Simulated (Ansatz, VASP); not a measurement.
## SiO2 in VASP and in Ansatz

INCAR

```
SYSTEM = SiO2
  PREC = Accurate
  ENCUT = 520
  EDIFF = 1E-7
  ISMEAR = 0
  SIGMA = 0.05
  LREAL = Auto
  LASPH = .TRUE.
  NELM = 60
  ALGO = Normal
  ISIF = 2
  LWAVE = .FALSE.
  LCHARG = .FALSE.
  GGA = PS
  NBANDS = 63
```

KPOINTS

```
regular mesh
0
G
  4 4 4
  0 0 0
```

POSCAR

```
SiO2
1.0
    4.1890047716     -8.1284566593      0.0000000000
    4.1890047716      8.1284566593      0.0000000000
    0.0000000000      0.0000000000      5.2514179063
Si O
6 12
Direct
    0.0102808395      0.4026121463      0.2500000000
    0.4026121463      0.0102808395      0.7500000000
    0.5973878537      0.9897191605      0.2500000000
    0.9897191605      0.5973878537      0.7500000000
    0.4430221731      0.5569778269      0.2500000000
    0.5569778269      0.4430221731      0.7500000000
    0.0000000000      0.5000000000      0.5000000000
    0.5000000000      0.0000000000      0.5000000000
    0.5000000000      0.0000000000      0.0000000000
    0.0000000000      0.5000000000      0.0000000000
    0.2099831976      0.4362740928      0.2500000000
    0.4362740928      0.2099831976      0.7500000000
    0.5637259072      0.7900168024      0.2500000000
    0.7900168024      0.5637259072      0.7500000000
    0.8307346196      0.1692653804      0.2500000000
    0.1692653804      0.8307346196      0.7500000000
    0.5000000000      0.5000000000      0.0000000000
    0.5000000000      0.5000000000      0.5000000000
```

Input for Ansatz:

```yaml
crystal:
  lattice:
    - [4.1890047716, -8.1284566593, 0.0]
    - [4.1890047716, 8.1284566593, 0.0]
    - [0.0, 0.0, 5.2514179063]
  atoms:
    - { symbol: Si, position: [0.0102808395, 0.4026121463, 0.25] }
    - { symbol: Si, position: [0.4026121463, 0.0102808395, 0.75] }
    - { symbol: Si, position: [0.5973878537, 0.9897191605, 0.25] }
    - { symbol: Si, position: [0.9897191605, 0.5973878537, 0.75] }
    - { symbol: Si, position: [0.4430221731, 0.5569778269, 0.25] }
    - { symbol: Si, position: [0.5569778269, 0.4430221731, 0.75] }
    - { symbol: O, position: [0.0, 0.5, 0.5] }
    - { symbol: O, position: [0.5, 0.0, 0.5] }
    - { symbol: O, position: [0.5, 0.0, 0.0] }
    - { symbol: O, position: [0.0, 0.5, 0.0] }
    - { symbol: O, position: [0.2099831976, 0.4362740928, 0.25] }
    - { symbol: O, position: [0.4362740928, 0.2099831976, 0.75] }
    - { symbol: O, position: [0.5637259072, 0.7900168024, 0.25] }
    - { symbol: O, position: [0.7900168024, 0.5637259072, 0.75] }
    - { symbol: O, position: [0.8307346196, 0.1692653804, 0.25] }
    - { symbol: O, position: [0.1692653804, 0.8307346196, 0.75] }
    - { symbol: O, position: [0.5, 0.5, 0.0] }
    - { symbol: O, position: [0.5, 0.5, 0.5] }
basis:
  ecutwfc: 420
kpoints:
  mp_grid: { grid: [4, 4, 4] }
hamiltonian:
  xc: pbesol
scf:
  occupations: { method: gaussian, width: 0.05 }
output:
  forces: true
  stress: true
  eigenvalues: true
```

Change from the starting cell: strain +0.1125 x Voigt [1, 0, 0, 0, 0, 0], atoms carried along.

Alike in both runs: task single point; functional PBEsol; k mesh 4 × 4 × 4; occupations gaussian, width 0.05 eV; no spin polarisation.

```csv
,VASP,Ansatz
version,VASP 6.6.1,Ansatz 0.2.0
potentials or method,"VASP PAW PBE potentials, release 64 (Si, O), cutoff 520 eV","scalar-relativistic, plane waves, PAW"
valence electrons in the cell,96,96
```

|  | VASP | Ansatz | Ansatz less VASP |
| --- | --- | --- | --- |
| gap on the k mesh at the Fermi level (eV) | 4.30 | 4.30 | -0.002 |
| least direct gap on the mesh (eV) | 4.30 | 4.30 | -0.002 |
| pressure (GPa) | -10.7 | -10.9 | -0.23 |
| traceless stress, the component that is largest in VASP (GPa) | -13.28 | -13.15 | +0.132 |
| rms of the force components (eV/Å) | 0.912 | 0.895 | -0.0171 |

VASP's potentials were made for PBE, not for PBEsol. Atom by atom the forces differ by 0.019 eV/Å (rms over components). The functional is the same, so the differences come from potentials, cutoffs and numerics.
